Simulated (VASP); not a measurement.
# V (P6_3/mmc) in VASP: a series of runs

V is run at these levels: LDA; tasks: single point.

Everything below comes from runs of VASP 6.6.1. Logs are shortened: lines on timing, memory, paths and dates and some standing lists are left out, and cuts for length are marked.

## Step 1: The cell of the first run

It takes space group P6_3/mmc (No. 194, hexagonal). The conventional cell has a = 2.226 Å, b = 2.226 Å, c = 4.102 Å, α = 90.00°, β = 90.00°, γ = 120.00°. V (site symmetry -6m2) has 12 V at 2.23 to 2.42 Å within 2.9 Å.

## Step 2: Single point, LDA

INCAR

```
PREC = Accurate
ENCUT = 520
EDIFF = 1E-7
ISMEAR = -1
SIGMA = 0.1
LREAL = F
LASPH = T
NELM = 60
ALGO = Normal
ISIF = 2
LWAVE = F
LCHARG = T
LELF = T
LVHAR = T
NBANDS = 20
```

KPOINTS

```
regular mesh
0
Gamma
  19 19 10
```

POSCAR

```
V
1.0
    2.2255194114      0.0000000000      0.0000000000
   -1.1127597057      1.9273563469      0.0000000000
    0.0000000000      0.0000000000      4.1016753200
V
2
Direct
    0.3333333333      0.6666666667      0.2500000000
    0.6666666667      0.3333333333      0.7500000000
```

Potentials or basis: VASP PAW LDA potentials, release 64 (V_sv).

Launch:

```console
$ cat potpaw_LDA.64/V_sv/POTCAR > POTCAR
$ mpirun -np 1 vasp_std > vasp.out
```

OUTCAR:

```text
PREC = Accurate
   ENCUT = 520
   EDIFF = 1E-7
   ISMEAR = -1
   LREAL = F
   LASPH = T
   NELM = 60
   ISIF = 2

 ion  position               nearest neighbor table
   1  0.333  0.667  0.250-   2 2.42   2 2.42   2 2.42   2 2.42   2 2.42   2 2.42
   2  0.667  0.333  0.750-   1 2.42   1 2.42   1 2.42   1 2.42   1 2.42   1 2.42

  LATTYP: Found a hexagonal cell.
 ALAT       =     2.2255194114
 C/A-ratio  =     1.8430193415

  Lattice vectors:

 A1 = (   2.2255194114,   0.0000000000,   0.0000000000)
 A2 = (  -1.1127597057,   1.9273563469,   0.0000000000)
 A3 = (   0.0000000000,   0.0000000000,   4.1016753200)

Analysis of symmetry for initial positions (statically):
=====================================================================
 Subroutine PRICEL returns:
 Original cell was already a primitive cell.

 Routine SETGRP: Setting up the symmetry group for a
 hexagonal supercell.

 Subroutine GETGRP returns: Found 24 space group operations
 (whereof 12 operations were pure point group operations)
 out of a pool of 24 trial point group operations.

The static configuration has the point symmetry D_3d.
 The point group associated with its full space group is D_6h.

Analysis of symmetry for dynamics (positions and initial velocities):
=====================================================================
 Subroutine PRICEL returns:
 Original cell was already a primitive cell.

 Routine SETGRP: Setting up the symmetry group for a
 hexagonal supercell.

 Subroutine GETGRP returns: Found 24 space group operations
 (whereof 12 operations were pure point group operations)
 out of a pool of 24 trial point group operations.

The dynamic configuration has the point symmetry D_3d.
 The point group associated with its full space group is D_6h.

 Subroutine INISYM returns: Found 24 space group operations
 (whereof 12 operations are pure point group operations),
 and found     1 'primitive' translations

----------------------------------------------------------------------------------------

                                     Primitive cell

  volume of cell :      17.5936

  direct lattice vectors                    reciprocal lattice vectors
     2.225519411  0.000000000  0.000000000     0.449333308  0.259422707  0.000000000
    -1.112759706  1.927356347  0.000000000     0.000000000  0.518845413  0.000000000
     0.000000000  0.000000000  4.101675320     0.000000000  0.000000000  0.243802818

  length of vectors
     2.225519411  2.225519411  4.101675320     0.518845413  0.518845413  0.243802818

  position of ions in fractional coordinates (direct lattice)
     0.333333333  0.666666667  0.250000000
     0.666666667  0.333333333  0.750000000

  ion indices of the primitive-cell ions
   primitive index   ion index
                 1           1
                 2           2

----------------------------------------------------------------------------------------

 KPOINTS: regular mesh

Automatic generation of k-mesh.
 Grid dimensions read from file:
 generate k-points for:   19   19   10

 Generating k-lattice:

  Cartesian coordinates                     Fractional coordinates (reciprocal lattice)
     0.023649121  0.013653827  0.000000000     0.052631579  0.000000000  0.000000000
     0.000000000  0.027307653  0.000000000     0.000000000  0.052631579  0.000000000
     0.000000000  0.000000000  0.024380282     0.000000000  0.000000000  0.100000000

  Length of vectors
     0.027307653  0.027307653  0.024380282

  Shift w.r.t. Gamma in fractional coordinates (k-lattice)
     0.000000000  0.000000000  0.000000000

 Subroutine IBZKPT returns following result:
 ===========================================

 Found    240 irreducible k-points:

 Following reciprocal coordinates:
            Coordinates               Weight
  0.000000  0.000000  0.000000      1.000000
  0.052632 -0.000000  0.000000      6.000000
  0.105263 -0.000000  0.000000      6.000000
  0.157895  0.000000  0.000000      6.000000
  0.210526  0.000000  0.000000      6.000000
  0.263158  0.000000  0.000000      6.000000
[... 16 lines left out ...]
  0.263158  0.105263  0.000000     12.000000
  0.315789  0.105263  0.000000     12.000000
 [... further k-points ...]
   k-points           NKPTS =    240   k-points in BZ     NKDIM =    240   number of bands    NBANDS=     20
   number of dos      NEDOS =    301   number of ions     NIONS =      2
   total plane-waves  NPLWV =  10368
   dimension x,y,z NGX =    18 NGY =   18 NGZ =   32
   dimension x,y,z NGXF=    36 NGYF=   36 NGZF=   64
   ions per type =               2
   NGX,Y,Z   is equivalent  to a cutoff of  13.45, 13.45, 12.97 a.u.
   NGXF,Y,Z  is equivalent  to a cutoff of  26.89, 26.89, 25.94 a.u.
 SYSTEM =  unknown system
   PREC   = accura    normal or accurate (medium, high low for compatibility)
   ISTART =      0    job   : 0-new  1-cont  2-samecut
   ICHARG =      2    charge: 1-file 2-atom 10-const
   ISPIN  =      1    spin polarized calculation?
   LNONCOLLINEAR =      F non collinear calculations
   LSORBIT =      F    spin-orbit coupling
   LASPH  =      T    aspherical Exc in radial PAW
   ENCUT  =  520.0 eV  38.22 Ry    6.18 a.u.   4.14  4.14  7.63*2*pi/ulx,y,z
   NELM   =     60;   NELMIN=  2; NELMDL= -5     # of ELM steps
   EDIFF  = 0.1E-06   stopping-criterion for ELM
   LREAL  =      F    real-space projection
   EDIFFG = 0.1E-05   stopping-criterion for IOM
   NSW    =      0    number of steps for IOM
   IBRION =     -1    ionic relax: 0-MD 1-quasi-New 2-CG
   NFREE  =      0    steps in history (QN), initial steepest desc. (CG)
   ISIF   =      2    stress and relaxation
   ISYM   =      2    0-nonsym 1-usesym 2-fastsym
   POTIM  = 0.5000    time-step for ionic-motion
   TEBEG  =    0.0;   TEEND  =   0.0 temperature during run
   PSTRESS=    0.0 pullay stress
   NELECT =      26.0000    total number of electrons
   NUPDOWN=      -1.0000    fix difference up-down
   EMIN   =  10.00;   EMAX   =-10.00  energy-range for DOS
   EFERMI =   0.00;   METHOD = LEGACY
   ISMEAR =    -1;   SIGMA  =   0.10  broadening in eV -4-tet -1-fermi 0-gaus
   EFERMI_NEDOS =   21; number of points for ismear=-14 and -15
   IALGO  =     38    algorithm
   IMIX   =      4    mixing-type and parameters
     AMIX     =   0.40;   BMIX     =  1.00
     AMIX_MAG =   1.60;   BMIX_MAG =  1.00
  volume/ion in A,a.u.               =       8.80        59.36
  Fermi-wavevector in a.u.,A,eV,Ry     =   1.864723  3.523816 47.310080  3.477193
  Thomas-Fermi vector in A             =   2.911797
   LORBIT       =      0    0 simple, 1 ext, 2 COOP (PROOUT), +10 PAW based schemes
   GGA     = CA    functional components
   LHFCALC =     F    Hartree Fock is set to
   AEXX    =    0.0000 exact exchange contribution
   IVDW    =     0    specifies the selected vdW correction
   LEPSILON=     F    determine dielectric tensor
   LRPA    =     F    only Hartree local field effects (RPA)
 non-spin polarized calculation
  energy-cutoff  :      520.00
  volume of cell :       17.59
 maximum number of plane-waves:       488
 NGX is ok and might be reduce to    18
   NGX =  9   NGY =  9   NGZ = 15

 number of electron      25.9999998 magnetization

 Free energy of the ion-electron system (eV)
  ---------------------------------------------------
  ext. energy  EPLUGINS =         0.00000000
  ---------------------------------------------------
  free energy    TOTEN  =       -16.43284789 eV

  energy without entropy =      -16.36487177  energy(sigma->0) =      -16.39885983

 E-fermi :  16.4813     XC(G=0): -15.7256

 val. band max:       16.4805265552   @ k =   0.2632   0.0526   0.3000
 cond. band min:      16.4854814108   @ k =   0.0526  -0.0000   0.2000
 fundamental gap:      0.0049548556
 Fermi energy:        16.4813197327

 k-point     1 :       0.0000    0.0000    0.0000
  band No.  band energies     occupation
      1     -47.1254      2.00000
      2     -46.5071      2.00000
      3     -22.3042      2.00000
      4     -19.7193      2.00000
      5     -19.2399      2.00000
      6     -19.2399      2.00000
[... 12 lines left out ...]
     19      21.2600      0.00000
     20      21.2600      0.00000

 k-point     2 :       0.0526   -0.0000    0.0000
  band No.  band energies     occupation
      1     -47.0991      2.00000
      2     -46.4875      2.00000
      3     -22.2735      2.00000
      4     -19.7189      2.00000
      5     -19.3371      2.00000
      6     -19.2650      2.00000
[... 12 lines left out ...]
     19      21.2907      0.00000
     20      21.7948      0.00000

 k-point     3 :       0.1053   -0.0000    0.0000
  band No.  band energies     occupation
      1     -47.0224      2.00000
      2     -46.4306      2.00000
      3     -22.1831      2.00000
      4     -19.7190      2.00000
      5     -19.6162      2.00000
      6     -19.4161      2.00000
[... 12 lines left out ...]
     19      21.3584      0.00000
     20      22.9147      0.00000

 k-point     4 :       0.1579    0.0000    0.0000
  band No.  band energies     occupation
      1     -46.9013      2.00000
      2     -46.3423      2.00000
      3     -22.0386      2.00000
      4     -20.0426      2.00000
      5     -19.8290      2.00000
      6     -19.7228      2.00000
[... 12 lines left out ...]
     19      21.4218      0.00000
     20      24.2128      0.00000

 k-point     5 :       0.2105    0.0000    0.0000
  band No.  band energies     occupation
      1     -46.7456      2.00000
      2     -46.2322      2.00000
      3     -21.8491      2.00000
      4     -20.5643      2.00000
      5     -20.3258      2.00000
      6     -19.7353      2.00000
[... 12 lines left out ...]
     19      21.4585      0.00000
     20      25.5614      0.00000
[... 353 lines left out ...]
      6     -19.7425      2.00000
[... 12 lines left out ...]
     19      21.2221      0.00000
     20      26.1532      0.00000

 k-point    22 :       0.2105    0.1053    0.0000
  band No.  band energies     occupation
      1     -46.5136      2.00000
      2     -46.0763      2.00000
      3     -21.5560      2.00000
      4     -21.1433      2.00000
      5     -20.9704      2.00000
      6     -19.8200      2.00000
[... 12 lines left out ...]
     19      21.1608      0.00000
     20      27.4583      0.00000

 k-point    23 :       0.2632    0.1053    0.0000
  band No.  band energies     occupation
      1     -46.3400      2.00000
      2     -45.9692      2.00000
      3     -21.6267      2.00000
      4     -21.3825      2.00000
      5     -21.3242      2.00000
      6     -19.9935      2.00000
[... 12 lines left out ...]
     19      22.0093      0.00000
     20      28.7544      0.00000

 k-point    24 :       0.3158    0.1053    0.0000
  band No.  band energies     occupation
      1     -46.1801      2.00000
      2     -45.8814      2.00000
      3     -22.0379      2.00000
      4     -21.7344      2.00000
      5     -21.0952      2.00000
      6     -20.1402      2.00000
[... 12 lines left out ...]
     19      23.2294      0.00000
     20      29.9887      0.00000

 [... further k-points ...]
[... 5 lines left out ...]
  --------------------------------------------------------------------------------------
  -------------------------------------------------------------------------------------
  Total       17.0124251     17.0124251     16.7722741      0.0000000      0.0000000     -0.0000000
  in kB     1549.2522118   1549.2522118   1527.3826378      0.0000000      0.0000000     -0.0000000
  external PRESSURE =    1541.9623538 kB  Pullay stress =       0.0000000 kB

 VOLUME and BASIS-vectors are now :
 -----------------------------------------------------------------------------
  energy-cutoff  :      520.00
  volume of cell :       17.59
      direct lattice vectors                 reciprocal lattice vectors
     2.225519411  0.000000000  0.000000000     0.449333308  0.259422707  0.000000000
    -1.112759706  1.927356347  0.000000000     0.000000000  0.518845413  0.000000000
     0.000000000  0.000000000  4.101675320     0.000000000  0.000000000  0.243802818

 POSITION                                       TOTAL-FORCE (eV/Angst)
 -----------------------------------------------------------------------------------
     -0.00000      1.28490      1.02542         0.000000     -0.000000      0.000000
      1.11276      0.64245      3.07626        -0.000000      0.000000      0.000000
 -----------------------------------------------------------------------------------
    total drift:                               -0.000000      0.000000     -0.000000

  FREE ENERGIE OF THE ION-ELECTRON SYSTEM (eV)
  ---------------------------------------------------
  free  energy   TOTEN  =       -16.4328478868 eV

  energy  without entropy=      -16.3648717726  energy(sigma->0) =      -16.39885983
```

Run time: 41 s. Hardware: 1 thread of Intel Xeon Platinum 8375C at 2.90GHz (Ice Lake), shared host; peak memory 0.17 GiB.

Results:

```
Free energy            : -16.4328 eV
Pressure               : 154.2 GPa
Band gap on the k mesh : zero (band 13 reaches 19.02 eV, above the bottom of band 14 at 15.28 eV)
```

## Step 3: Single point, LDA

INCAR

```
SYSTEM = V
ALGO = Normal
EDIFF = 1E-6
ENCUT = 520
GGA = CA
ISIF = 2
ISMEAR = -1
LASPH = .TRUE.
LCHARG = .FALSE.
LREAL = .FALSE.
LWAVE = .FALSE.
NBANDS = 20
NELM = 60
PREC = Accurate
SIGMA = 0.1
```

KPOINTS

```
k-points
0
G
  19 19 10
  0 0 0
```

POSCAR

```
V
1.0
    2.2254119230      0.0000000000      0.0000000000
   -1.1127059615      1.9272632592      0.0000000000
    0.0000000000      0.0000000000      4.1031092651
V
2
Direct
    0.3333333333      0.6666666667      0.2500000000
    0.6666666667      0.3333333333      0.7500000000
```

Potentials or basis: VASP PAW LDA potentials, release 64 (V_sv).

Launch:

```console
$ cat potpaw_LDA.64/V_sv/POTCAR > POTCAR
$ mpirun -np 1 vasp_std > vasp.out
```

Run time: 36 s. Hardware: 1 thread of Intel Xeon Platinum 8375C at 2.90GHz (Ice Lake), shared host; peak memory 0.18 GiB.

It converged, with:

```
Free energy            : -16.4371 eV
Pressure               : 154.1 GPa
Band gap on the k mesh : zero (band 13 reaches 19.01 eV, above the bottom of band 14 at 15.27 eV)
```

Stress tensor (GPa, compression positive):
```
154.86   0.00   0.00
  0.00 154.86   0.00
  0.00   0.00 152.49
```

Levels at points of the mesh, in eV from the Fermi level:
```
           k point  band 10  band 11  band 12  band 13  band 14  band 15  band 16  band 17
(0.00, 0.00, 0.00)    -4.63    -1.69     0.06     0.06     0.63     0.63     1.42     2.90
(0.00, 0.00, 0.50)    -4.82    -1.90    -1.90     0.15     0.15     0.15     0.15     4.11
```
